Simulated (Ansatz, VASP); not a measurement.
One calculation of Ni, two programs

Contents of POSCAR:

```
Ni
1.0
    2.4480228978      0.0000000000      0.0000000000
   -1.2240114489      2.1200500186      0.0000000000
    0.0000000000      0.0000000000      4.0728075700
Ni
2
Direct
    0.6666666667      0.3333333333      0.7500000000
    0.3333333333      0.6666666667      0.2500000000
```

File INCAR.step1:

```
SYSTEM = Ni
ALGO = Normal ; EDIFF = 1E-5
ENCUT = 650 ; GGA = PE
GGA_COMPAT = .False. ; ISMEAR = -1
ISPIN = 2 ; LASPH = .True.
LCHARG = .False. ; LDAU = .True.
LDAUJ = 0 ; LDAUL = 2
LDAUTYPE = 2 ; LDAUU = 3.5
LMAXMIX = 4 ; LREAL = .False.
LWAVE = .True. ; MAGMOM = 1 1
NBANDS = 29 ; NELM = 200
PREC = Accurate ; SIGMA = 0.1
```

File INCAR.step2:

```
SYSTEM = Ni
ALGO = Normal ; BPARAM = 11.95
CPARAM = 0.0093 ; EDIFF = 1E-6
ENCUT = 650 ; GGA_COMPAT = .False.
ISIF = 2 ; ISMEAR = -1
ISPIN = 2 ; ISTART = 1
IVDW_NL = 2 ; LASPH = .True.
LCHARG = .False. ; LDAU = .True.
LDAUJ = 0 ; LDAUL = 2
LDAUPRINT = 1 ; LDAUTYPE = 2
LDAUU = 3.5 ; LMAXMIX = 4
LMIXTAU = .True. ; LORBIT = 11
LREAL = .False. ; LUSE_VDW = .True.
LWAVE = .False. ; MAGMOM = 1 1
METAGGA = R2SCAN ; NBANDS = 29
NELM = 200 ; PREC = Accurate
SIGMA = 0.1
```

File KPOINTS:

```
k-points
0
Gamma
  12 12 7
  0 0 0
```

Contents of input.yaml:

```yaml
crystal:
  lattice:
    - [2.4480228978, 0.0, 0.0]
    - [-1.2240114489, 2.1200500186, 0.0]
    - [0.0, 0.0, 4.07280757]
  atoms:
    - { symbol: Ni, position: [0.6666666667, 0.3333333333, 0.75], spin: 1.0 }
    - { symbol: Ni, position: [0.3333333333, 0.6666666667, 0.25], spin: 1.0 }
hamiltonian:
  xc: r2scan
  pseudopotentials: { kind: paw }
  dispersion: rvv10
  hubbard: { sites: [{ species: Ni, l: d, u_eff: 3.5 }] }
magnetization:
  spin_polarized: true
kpoints:
  mp_grid: { grid: [12, 12, 7] }
  band_path:
    path:
      - [[0.0, 0.0, 0.0], [0.5, 0.0, 0.0], [0.3333333333, 0.3333333333, 0.0], [0.0, 0.0, 0.0], [0.0, 0.0, 0.5], [0.5, 0.0, 0.5], [0.3333333333, 0.3333333333, 0.5], [0.0, 0.0, 0.5]]
      - [[0.5, 0.0, 0.5], [0.5, 0.0, 0.0]]
      - [[0.3333333333, 0.3333333333, 0.0], [0.3333333333, 0.3333333333, 0.5]]
    npoints: 14
scf:
  occupations: { method: fermi_dirac, width: 0.1 }
  n_extra_bands: 6
output:
  forces: true
  stress: true
  eigenvalues: true
  fatbands: true
```

Alike in both runs: functional r2SCAN; dispersion rVV10; k mesh 12 × 12 × 7; occupations fermi-dirac, width 0.1 eV; collinear spin; Hubbard terms Ni d U = 3.5 eV.

|  | VASP | Ansatz |
| --- | --- | --- |
| version | VASP 6.6.1 | Ansatz 0.2.0 |
| potentials or method | VASP PAW PBE potentials, release 64 (Ni_sv_GW) | Ansatz PAW |
| plane-wave cutoff (eV) | 650 | 500 |
| valence electrons in the cell | 36 | 36 |
| task | single point | band structure |

Ansatz gave:

- gap on the k mesh at the Fermi level (eV): none
- pressure (GPa): 17.1
- traceless stress, the component that is largest in VASP (GPa): -5.23
- net moment per atom (μB): 0.87
- size of the moment on the site where the two differ most (μB): 0.91

Q: Which values does VASP return?

A: gap on the k mesh at the Fermi level (eV): none; pressure (GPa): 10.9; traceless stress, the component that is largest in VASP (GPa): -5.15; net moment per atom (μB): 0.93; size of the moment on the site where the two differ most (μB): 1.00.

VASP's potentials were made for PBE, not for r2SCAN. Site moments also hang on the region over which each program counts them. The programs project onto different local orbitals, so the same U acts differently, and such runs can settle in different states. A gap of «none» marks a metal or a gap that the smearing closes.

Noted on Ansatz's run: the magnetic or orbital state may not be the lowest.
